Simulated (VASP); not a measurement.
## LiMg2: electric field gradients with LDA

Crystal: LiMg2.

```
CELL_PARAMETERS angstrom
4.70384 -1.49592 0.00000
4.70384 1.49592 0.00000
-0.95110 0.00000 2.84677
ATOMIC_POSITIONS crystal
Li 0.50000 0.50000 0.50000
Mg 0.84132 0.84132 0.84114
Mg 0.15868 0.15868 0.15886
```

| Item | Value |
| --- | --- |
| Program | VASP 6.6.1 |
| Task | electric field gradients |
| Functional | LDA |
| Potentials or basis | VASP PAW LDA potentials, release 64 (Li_sv, Mg) |
| Cutoff | 520 eV |
| k mesh | 11 × 11 × 11 |
| Occupations | fermi-dirac, width 0.05 eV |
| Spin | no spin polarisation |
| Dipole correction | no |
| Further INCAR settings | ALGO = Normal; EDIFF = 1e-08; NBANDS = 10 |

```
Largest force                           : 0.519 eV/Å
Band gap on the k mesh                  : zero (an odd number of electrons rules out a gap without spin polarisation)
Largest electric field gradient by atom : Li -0.0; Mg -3.2 V/Å²
```

Forces in eV/Å, atoms in the order of the input:
```
Li   0.000  0.000  0.000
Mg   0.492  0.000  0.163
Mg  -0.492  0.000 -0.163
```

Levels at points of the mesh, in eV from the Fermi level:
```csv
k point,band 2,band 3,band 4,band 5,band 6,band 7
"(0.00, 0.00, 0.00)",-7.75,-1.42,-0.61,6.97,7.31,7.41
```

Electric field gradients, principal values (V/Å²):
```tsv
atom	least	middle	greatest (by size)
1 Li	0.018	0.030	-0.048
2 Mg	1.471	1.712	-3.183
3 Mg	1.471	1.712	-3.183
```

Wall time 3.9 min on 1 thread of Oxide Virtual Turin-like Processor, with other jobs on the host, peak memory 0.25 GiB.

Caveat: without QUAD_EFG the Cq values of the log hold for a quadrupole moment of 1 mb, not for the nuclei.
